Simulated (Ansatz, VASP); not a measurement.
Two plane-wave programs on CoTeH

```
Co Te H
1.0
     4.97101    0.00000    0.00000
    -2.48551    4.30502    0.00000
     0.00000    0.00000    6.09303
Co Te H
2 2 2
Direct
  0.33333 0.66667 0.25000
  0.66667 0.33333 0.75000
  0.00000 0.00000 0.00000
  0.00000 0.00000 0.50000
  0.00000 0.00000 0.25000
  0.00000 0.00000 0.75000
```

Alike in both runs: task single point; functional PBE; k mesh 6 × 6 × 4; occupations gaussian, width 0.1 eV; collinear spin.

|  | VASP | Ansatz |
| --- | --- | --- |
| version | VASP 6.6.1 | Ansatz 0.2.0 |
| potentials or method | VASP PAW PBE potentials, release 64 (Co, Te, H), cutoff 520 eV | scalar-relativistic, plane waves, PAW |
| valence electrons in the cell | 32 | 68 |

|  | VASP | Ansatz | Ansatz less VASP |
| --- | --- | --- | --- |
| gap on the k mesh at the Fermi level (eV) | none | none | - |
| pressure (GPa) | 12.0 | 11.8 | -0.17 |
| traceless stress, the component that is largest in VASP (GPa) | 38.23 | 37.72 | -0.507 |
| net moment per atom (μB) | 0.00 | 0.00 | 0.000 |
| size of the moment on the site where the two differ most (μB) | 2.05 | 2.09 | +0.037 |

Site moments also hang on the region over which each program counts them. A gap of «none» marks a metal or a gap that the smearing closes. VASP's potentials hold 32 valence electrons a cell and Ansatz's 68, so a difference there can come from the potentials and not from the codes.

Spin-orbit coupling is off throughout.
